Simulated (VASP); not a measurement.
# HgTe (zincblende type) (F-43m) in VASP: notebook

The runs below take HgTe (zincblende type) through single point, relaxation of cell and atoms, with PBE.

Everything below comes from runs of VASP 6.6.1. Logs are shortened: lines on timing, memory, paths and dates and some standing lists are left out, and cuts for length are marked.

## Step 1: The cell of the first run

It takes space group F-43m (No. 216, cubic). The conventional cell has a = 5.785 Å, b = 5.785 Å, c = 5.785 Å, α = 90.00°, β = 90.00°, γ = 90.00°. Hg (site symmetry -43m) has 4 Te at 2.50 Å within 3.3 Å. Te (site symmetry -43m) has 4 Hg at 2.50 Å within 3.3 Å.

## Step 2: Single point, PBE

INCAR reads:

```
SYSTEM = HgTe
PREC = Accurate ; ENCUT = 520
EDIFF = 1E-6 ; ISMEAR = -1
SIGMA = 0.05 ; LREAL = .False.
LASPH = .True. ; NELM = 100
ALGO = Normal ; ISIF = 2
LWAVE = .False. ; LCHARG = .False.
GGA = PE ; NBANDS = 16
```

KPOINTS reads:

```
Automatic mesh
0
Gamma
  12 12 12
  0 0 0
```

POSCAR reads:

```
HgTe
1.0
    0.0000000000      2.8924183491      2.8924183491
    2.8924183491      0.0000000000      2.8924183491
    2.8924183491      2.8924183491      0.0000000000
Hg Te
1 1
Direct
    0.0000000000      0.0000000000      0.0000000000
    0.2500000000      0.2500000000      0.2500000000
```

Potentials or basis: VASP PAW PBE potentials, release 64 (Hg, Te).

Launch:

```bash
cat potpaw_PBE.64/Hg/POTCAR potpaw_PBE.64/Te/POTCAR > POTCAR
mpirun -np 1 vasp_std > vasp.out
```

OUTCAR:

```text
SYSTEM = HgTe
   PREC = Accurate
   ENCUT = 520
   EDIFF = 1E-6
   ISMEAR = -1
   LREAL = .False.
   LASPH = .True.
   NELM = 100
   ISIF = 2
   GGA = PE

 ion  position               nearest neighbor table
   1  0.000  0.000  0.000-   2 2.50   2 2.50   2 2.50   2 2.50
   2  0.250  0.250  0.250-   1 2.50   1 2.50   1 2.50   1 2.50

  LATTYP: Found a face centered cubic cell.
 ALAT       =     5.7848366982

  Lattice vectors:

 A1 = (   0.0000000000,   2.8924183491,   2.8924183491)
 A2 = (   2.8924183491,   0.0000000000,   2.8924183491)
 A3 = (   2.8924183491,   2.8924183491,   0.0000000000)

Analysis of symmetry for initial positions (statically):
=====================================================================
 Subroutine PRICEL returns:
 Original cell was already a primitive cell.

 Routine SETGRP: Setting up the symmetry group for a
 face centered cubic supercell.

 Subroutine GETGRP returns: Found 24 space group operations
 (whereof 24 operations were pure point group operations)
 out of a pool of 48 trial point group operations.

The static configuration has the point symmetry T_d .

Analysis of symmetry for dynamics (positions and initial velocities):
=====================================================================
 Subroutine PRICEL returns:
 Original cell was already a primitive cell.

 Routine SETGRP: Setting up the symmetry group for a
 face centered cubic supercell.

 Subroutine GETGRP returns: Found 24 space group operations
 (whereof 24 operations were pure point group operations)
 out of a pool of 48 trial point group operations.

The dynamic configuration has the point symmetry T_d .

 Subroutine INISYM returns: Found 24 space group operations
 (whereof 24 operations are pure point group operations),
 and found     1 'primitive' translations

----------------------------------------------------------------------------------------

                                     Primitive cell

  volume of cell :      48.3964

  direct lattice vectors                    reciprocal lattice vectors
     0.000000000  2.892418349  2.892418349    -0.172865727  0.172865727  0.172865727
     2.892418349  0.000000000  2.892418349     0.172865727 -0.172865727  0.172865727
     2.892418349  2.892418349  0.000000000     0.172865727  0.172865727 -0.172865727

  length of vectors
[... 79 lines left out ...]
   LASPH  =      T    aspherical Exc in radial PAW
   ENCUT  =  520.0 eV  38.22 Ry    6.18 a.u.   7.61  7.61  7.61*2*pi/ulx,y,z
   NELM   =    100;   NELMIN=  2; NELMDL= -5     # of ELM steps
   EDIFF  = 0.1E-05   stopping-criterion for ELM
   LREAL  =      F    real-space projection
   EDIFFG = 0.1E-04   stopping-criterion for IOM
   NSW    =      0    number of steps for IOM
   IBRION =     -1    ionic relax: 0-MD 1-quasi-New 2-CG
   NFREE  =      0    steps in history (QN), initial steepest desc. (CG)
   ISIF   =      2    stress and relaxation
   ISYM   =      2    0-nonsym 1-usesym 2-fastsym
   POTIM  = 0.5000    time-step for ionic-motion
   TEBEG  =    0.0;   TEEND  =   0.0 temperature during run
   PSTRESS=    0.0 pullay stress
   NELECT =      18.0000    total number of electrons
   NUPDOWN=      -1.0000    fix difference up-down
   EMIN   =  10.00;   EMAX   =-10.00  energy-range for DOS
   EFERMI =   0.00;   METHOD = LEGACY
   ISMEAR =    -1;   SIGMA  =   0.05  broadening in eV -4-tet -1-fermi 0-gaus
   EFERMI_NEDOS =   21; number of points for ismear=-14 and -15
   IALGO  =     38    algorithm
   IMIX   =      4    mixing-type and parameters
     AMIX     =   0.40;   BMIX     =  1.00
     AMIX_MAG =   1.60;   BMIX_MAG =  1.00
  volume/ion in A,a.u.               =      24.20       163.30
  Fermi-wavevector in a.u.,A,eV,Ry     =   1.177320  2.224812 18.858799  1.386083
  Thomas-Fermi vector in A             =   2.313669
   LORBIT       =      0    0 simple, 1 ext, 2 COOP (PROOUT), +10 PAW based schemes
   GGA     = PE    functional components
   LHFCALC =     F    Hartree Fock is set to
   AEXX    =    0.0000 exact exchange contribution
   IVDW    =     0    specifies the selected vdW correction
   LEPSILON=     F    determine dielectric tensor
   LRPA    =     F    only Hartree local field effects (RPA)
 non-spin polarized calculation
  energy-cutoff  :      520.00
  volume of cell :       48.40
 maximum number of plane-waves:      1323
   NGX = 15   NGY = 15   NGZ = 15

 number of electron      17.9999998 magnetization

 Free energy of the ion-electron system (eV)
  ---------------------------------------------------
  ext. energy  EPLUGINS =         0.00000000
  ---------------------------------------------------
  free energy    TOTEN  =        -1.46084425 eV

  energy without entropy =       -1.46073915  energy(sigma->0) =       -1.46079170

 E-fermi :   7.6149     XC(G=0): -10.3508

 val. band max:        7.4918506642   @ k =   0.0000   0.0000   0.0000
 cond. band min:       7.6599337637   @ k =   0.0000   0.0000   0.0000
 fundamental gap:      0.1680830995
 Fermi energy:         7.6149132692

 k-point     1 :       0.0000    0.0000    0.0000
  band No.  band energies     occupation
      1      -7.6786      2.00000
      2      -2.5426      2.00000
      3      -2.5426      2.00000
      4      -2.5426      2.00000
      5      -1.5211      2.00000
      6      -1.5211      2.00000
[... 433 lines left out ...]
      3      -2.2179      2.00000
      4      -1.6253      2.00000
      5      -1.5061      2.00000
      6      -1.1222      2.00000
[... 8 lines left out ...]
     15      16.9409      0.00000
     16      17.2183      0.00000

 [... further k-points ...]

------------------------ aborting loop because EDIFF is reached ----------------------------------------

  FORCE on cell =-STRESS in cart. coord.  units (eV):
  Direction    XX          YY          ZZ          XY          YZ          ZX
  --------------------------------------------------------------------------------------
  -------------------------------------------------------------------------------------
  Total       12.8068380     12.8068380     12.8068380      0.0000000      0.0000000     -0.0000000
  in kB      423.9739568    423.9739568    423.9739568      0.0000000      0.0000000     -0.0000000
  external PRESSURE =     423.9739568 kB  Pullay stress =       0.0000000 kB

 VOLUME and BASIS-vectors are now :
 -----------------------------------------------------------------------------
  energy-cutoff  :      520.00
  volume of cell :       48.40
      direct lattice vectors                 reciprocal lattice vectors
     0.000000000  2.892418349  2.892418349    -0.172865727  0.172865727  0.172865727
     2.892418349  0.000000000  2.892418349     0.172865727 -0.172865727  0.172865727
     2.892418349  2.892418349  0.000000000     0.172865727  0.172865727 -0.172865727

 POSITION                                       TOTAL-FORCE (eV/Angst)
 -----------------------------------------------------------------------------------
      0.00000      0.00000      0.00000        -0.000000     -0.000000     -0.000000
      1.44621      1.44621      1.44621         0.000000      0.000000      0.000000
 -----------------------------------------------------------------------------------
    total drift:                                0.000000      0.000000      0.000000

  FREE ENERGIE OF THE ION-ELECTRON SYSTEM (eV)
  ---------------------------------------------------
  free  energy   TOTEN  =        -1.4608442542 eV

  energy  without entropy=       -1.4607391467  energy(sigma->0) =       -1.46079170
```

stdout:

```text
POSCAR found type information on POSCAR HgTe
 POSCAR found :  2 types and       2 ions
 scaLAPACK will be used
 LDA part: xc-table for (Slater+PW92), standard interpolation
 POSCAR, INCAR and KPOINTS ok, starting setup
 FFT: planning ... GRIDC
 FFT: planning ... GRID_SOFT
 FFT: planning ... GRID
 WAVECAR not read
 entering main loop
```

Run time: 44 s. Hardware: 1 thread of AMD EPYC 7R13, shared host; peak memory 0.18 GiB.

What came out:

| Item | Value |
| --- | --- |
| Free energy | -1.4608 eV |
| Pressure | 42.4 GPa |
| Band gap on the k mesh | 0.17 eV |

Levels at points of the mesh, in eV from the valence-band top:
```csv
k point,band 6,band 7,band 8,band 9,band 10,band 11,band 12,band 13
"(0.00, 0.00, 0.00)",-9.01,0.00,0.00,0.00,0.17,3.35,3.35,3.35
"(0.50, 0.00, 0.00)",-8.54,-8.19,-1.88,-1.88,0.66,4.49,4.49,6.01
"(0.50, 0.50, 0.00)",-8.11,-7.61,-4.12,-4.12,1.32,1.46,9.76,10.14
```

Caveat: the cell stands under pressure; spin-orbit coupling is left out, which moves the levels of the heavy elements.

## Step 3: Single point, PBE

INCAR reads:

```
PREC = Accurate ; ENCUT = 520
EDIFF = 1E-7 ; ISMEAR = -1
SIGMA = 0.05 ; LREAL = F
LASPH = T ; NELM = 60
ALGO = Normal ; ISIF = 2
LWAVE = F ; LCHARG = F
GGA = PE ; NBANDS = 16
```

KPOINTS reads:

```
Automatic mesh
0
Gamma
  12 12 12
```

POSCAR is that of step 2.

Potentials or basis: VASP PAW PBE potentials, release 64 (Hg, Te).

Launch:

```bash
cat potpaw_PBE.64/Hg/POTCAR potpaw_PBE.64/Te/POTCAR > POTCAR
mpirun -np 1 vasp_std > vasp.out
```

Wall time 61 s (1 thread of AMD EPYC 7R13, shared host); peak memory 0.18 GiB.

It converged, with:

* Free energy: -1.4608 eV
* Pressure: 42.4 GPa
* Band gap on the k mesh: 0.17 eV

Levels at points of the mesh, in eV from the valence-band top:
| k point | band 7 | band 8 | band 9 | band 10 | band 11 | band 12 |
| --- | --- | --- | --- | --- | --- | --- |
| (0.00, 0.00, 0.00) | 0.00 | 0.00 | 0.00 | 0.17 | 3.35 | 3.35 |
| (0.50, 0.00, 0.00) | -8.19 | -1.88 | -1.88 | 0.66 | 4.49 | 4.49 |
| (0.50, 0.50, 0.00) | -7.61 | -4.12 | -4.12 | 1.32 | 1.46 | 9.76 |

Caveat: the cell stands under pressure; spin-orbit coupling is left out, which moves the levels of the heavy elements.

## Step 4: Relaxation of cell and atoms, PBE, target pressure 42 GPa, at which the enthalpy is minimised

This run uses another cell than the first one, of 22.21 Å³/atom.

INCAR reads:

```
PREC     = Accurate       # precision mode
ENCUT    = 600            # plane-wave cutoff, eV
EDIFF    = 1E-6           # SCF threshold, eV
ISMEAR   = -1             # smearing method
SIGMA    = 0.05           # smearing width, eV
LREAL    = False          # projectors in reciprocal space
LASPH    = True           # aspherical terms in the spheres
NELM     = 100            # most SCF steps
ALGO     = Normal         # electronic algorithm
ISIF     = 3              # what is computed and relaxed
LWAVE    = False          # write WAVECAR
LCHARG   = False          # write CHGCAR
GGA      = PE             # functional
IBRION   = 2              # ionic algorithm
NSW      = 60             # ionic steps
EDIFFG   = -0.005         # ionic threshold
PSTRESS  = 420.0
```

KPOINTS reads:

```
regular mesh
0
Gamma
  12 12 12
```

POSCAR reads:

```
HgTe
1.0
    0.0000000000      2.8107445275      2.8107445275
    2.8107445275      0.0000000000      2.8107445275
    2.8107445275      2.8107445275      0.0000000000
Hg Te
1 1
Direct
    0.0000000000      0.0000000000      0.0000000000
    0.2500000000      0.2500000000      0.2500000000
```

Potentials or basis: VASP PAW PBE potentials, release 64 (Hg, Te).

Launch:

```bash
cat potpaw_PBE.64/Hg/POTCAR potpaw_PBE.64/Te/POTCAR > POTCAR
mpirun -np 1 vasp_std > vasp.out
```

OUTCAR:

```text
PREC = Accurate
   ENCUT = 600
   EDIFF = 1E-6
   ISMEAR = -1
   LREAL = False
   LASPH = True
   NELM = 100
   ISIF = 3
   GGA = PE
   IBRION = 2
   NSW = 60
   EDIFFG = -0.005
   PSTRESS = 420.0

 ion  position               nearest neighbor table
   1  0.000  0.000  0.000-   2 2.43   2 2.43   2 2.43   2 2.43
   2  0.250  0.250  0.250-   1 2.43   1 2.43   1 2.43   1 2.43

  LATTYP: Found a face centered cubic cell.
 ALAT       =     5.6214890550

  Lattice vectors:

 A1 = (   0.0000000000,   2.8107445275,   2.8107445275)
 A2 = (   2.8107445275,   0.0000000000,   2.8107445275)
 A3 = (   2.8107445275,   2.8107445275,   0.0000000000)

Analysis of symmetry for initial positions (statically):
=====================================================================
 Subroutine PRICEL returns:
 Original cell was already a primitive cell.

 Routine SETGRP: Setting up the symmetry group for a
 face centered cubic supercell.

 Subroutine GETGRP returns: Found 24 space group operations
 (whereof 24 operations were pure point group operations)
 out of a pool of 48 trial point group operations.

The static configuration has the point symmetry T_d .

Analysis of symmetry for dynamics (positions and initial velocities):
=====================================================================
 Subroutine PRICEL returns:
 Original cell was already a primitive cell.

[... 197 lines left out ...]
 val. band max:        3.2483788517   @ k =   0.0000   0.0000   0.0000
 cond. band min:       3.7066533711   @ k =   0.0833   0.0000   0.0000
 fundamental gap:      0.4582745194
 Fermi energy:         3.3454150930

 k-point     1 :       0.0000    0.0000    0.0000
  band No.  band energies     occupation
      1      -8.8419      2.00000
      2      -4.1895      2.00000
      3      -4.1895      2.00000
      4      -4.1895      2.00000
      5      -3.6422      2.00000
      6      -3.6422      2.00000
      7       2.5577      2.00000
      8       3.2484      1.74886
      9       3.2484      1.74886
     10       3.2484      1.74886
     11       7.4520      0.00000
     12       7.4520      0.00000
     13       7.4520      0.00000
[... 439 lines left out ...]
  energy  without entropy=       -1.6555115714  energy(sigma->0) =       -1.65557681

  enthalpy is  TOTEN    =        11.2323000621 eV   P V=       12.8879421134

[... ionic steps 4 to 16 ...]

--------------------------------------- Ionic step       17  -------------------------------------------

 number of electron      18.0000002 magnetization

------------------------ aborting loop because EDIFF is reached ----------------------------------------
[... 71 lines left out ...]
--------------------------------------- Ionic step       19  -------------------------------------------

 number of electron      18.0000002 magnetization

 Free energy of the ion-electron system (eV)
  ---------------------------------------------------
  ext. energy  EPLUGINS =         0.00000000
  ---------------------------------------------------
  free energy    TOTEN  =        -1.48578435 eV

  energy without entropy =       -1.48567631  energy(sigma->0) =       -1.48573033

 E-fermi :   7.5809     XC(G=0): -10.3403

 val. band max:        7.4598546540   @ k =   0.0000   0.0000   0.0000
 cond. band min:       7.6231175987   @ k =   0.0000   0.0000   0.0000
 fundamental gap:      0.1632629447
 Fermi energy:         7.5809412186

 k-point     1 :       0.0000    0.0000    0.0000
  band No.  band energies     occupation
      1      -7.6865      2.00000
      2      -2.5541      2.00000
      3      -2.5541      2.00000
      4      -2.5541      2.00000
      5      -1.5361      2.00000
      6      -1.5361      2.00000
      7       7.4599      1.83694
      8       7.4599      1.83694
      9       7.4599      1.83694
     10       7.6231      0.60158
     11      10.8179      0.00000
     12      10.8179      0.00000
     13      10.8179      0.00000
[... 401 lines left out ...]
  energy  without entropy=       -1.4856763065  energy(sigma->0) =       -1.48573033

  enthalpy is  TOTEN    =        11.2263329317 eV   P V=       12.7121172785

 reached required accuracy - stopping structural energy minimisation
```

OSZICAR:

```text
N       E                     dE             d eps       ncg     rms          rms(c)
DAV:   1     0.130241898652E+03    0.13024E+03   -0.96439E+03  1880   0.142E+03
DAV:   2     0.361927062699E+01   -0.12662E+03   -0.12132E+03  1987   0.311E+02
DAV:   3    -0.497380755335E+00   -0.41167E+01   -0.40857E+01  2387   0.580E+01
DAV:   4    -0.530227623540E+00   -0.32847E-01   -0.32841E-01  2204   0.504E+00
[... 104 lines left out ...]
       N       E                     dE             d eps       ncg     rms          rms(c)
DAV:   1    -0.148579562732E+01   -0.32576E-02   -0.19715E-04  2092   0.198E-01    0.234E-02
DAV:   2    -0.148578616271E+01    0.94646E-05   -0.22653E-05  2122   0.855E-02    0.104E-02
DAV:   3    -0.148578498347E+01    0.11792E-05   -0.23520E-06  1018   0.188E-02    0.979E-03
DAV:   4    -0.148578434681E+01    0.63666E-06   -0.64373E-07   936   0.958E-03
  19 F= 0.11226333E+02 E0= 0.11226387E+02  d E =-.512695E-05
```

CONTCAR:

```text
HgTe
   1.00000000000000
    -0.0000000000000000    2.8943412158853574    2.8943412158853579
     2.8943412158853579    0.0000000000000000    2.8943412158853579
     2.8943412158853579    2.8943412158853574   -0.0000000000000000
  Hg              Te
     1     1
Direct
     0.0000000000000000    0.0000000000000000    0.0000000000000000
     0.2500000000000000    0.2500000000000000    0.2500000000000000

  0.00000000E+00  0.00000000E+00  0.00000000E+00
  0.00000000E+00  0.00000000E+00  0.00000000E+00
```

Wall time 4.1 min (1 thread of AMD EPYC 7R13, shared host); peak memory 0.2 GiB.

Results:

- Free energy: -1.4858 eV
- Relaxed volume: 24.25 Å³/atom
- Relaxed cell: a = 4.093 Å, b = 4.093 Å, c = 4.093 Å, α = 60.00°, β = 60.00°, γ = 60.00°
- Space group after relaxing (to 0.1 Å): F-43m (No. 216)
- Energy change on relaxing (the run minimises the enthalpy): -662.9 meV/atom
- Ionic steps: 19
- Pressure after relaxing: 42.0 GPa
- Band gap on the k mesh: 0.16 eV

Step by step:
| step | energy change (eV) | largest force (eV/Å) | pressure (GPa) | volume (Å³) |
| --- | --- | --- | --- | --- |
| 1 | 0.0000 | 0.0000 | 63.61 | 44.41 |
| 2 | -3.3967 | 0.0000 | 4.51 | 66.58 |
| 3 | -1.4957 | 0.0000 | 39.21 | 49.16 |
| 4 | -1.3412 | 0.0000 | 41.73 | 48.55 |
| 5 | -1.3189 | 0.0000 | 42.10 | 48.47 |
| 6 | -1.3190 | 0.0000 | 42.10 | 48.47 |
| 7 | -1.3194 | 0.0000 | 42.10 | 48.47 |
| 8 | -1.3194 | 0.0000 | 42.10 | 48.47 |
| 9 | -1.3194 | 0.0000 | 42.10 | 48.47 |
| 10 | -1.3194 | 0.0000 | 42.10 | 48.47 |
| 11 | -1.3194 | 0.0000 | 42.10 | 48.47 |
| 12 | -1.3194 | 0.0000 | 42.10 | 48.47 |
| 13 | -1.3195 | 0.0000 | 42.10 | 48.47 |
| 14 | -1.3196 | 0.0000 | 42.09 | 48.47 |
| 15 | -1.3198 | 0.0000 | 42.09 | 48.47 |
| 16 | -1.3202 | 0.0000 | 42.09 | 48.47 |
| 17 | -1.3210 | 0.0000 | 42.09 | 48.47 |
| 18 | -1.3226 | 0.0000 | 42.04 | 48.48 |
| 19 | -1.3259 | 0.0000 | 42.01 | 48.49 |

Final structure:
```yaml
crystal:
  lattice:
    - [0.00000, 2.89434, 2.89434]
    - [2.89434, 0.00000, 2.89434]
    - [2.89434, 2.89434, 0.00000]
  atoms:
    - { symbol: Hg, position: [0.00000, 0.00000, 0.00000] }
    - { symbol: Te, position: [0.25000, 0.25000, 0.25000] }
```

Caveat: the cell is relaxed towards a set pressure, so the run minimises the enthalpy, not the energy; spin-orbit coupling is left out, which moves the levels of the heavy elements. A k mesh can miss the band edges.
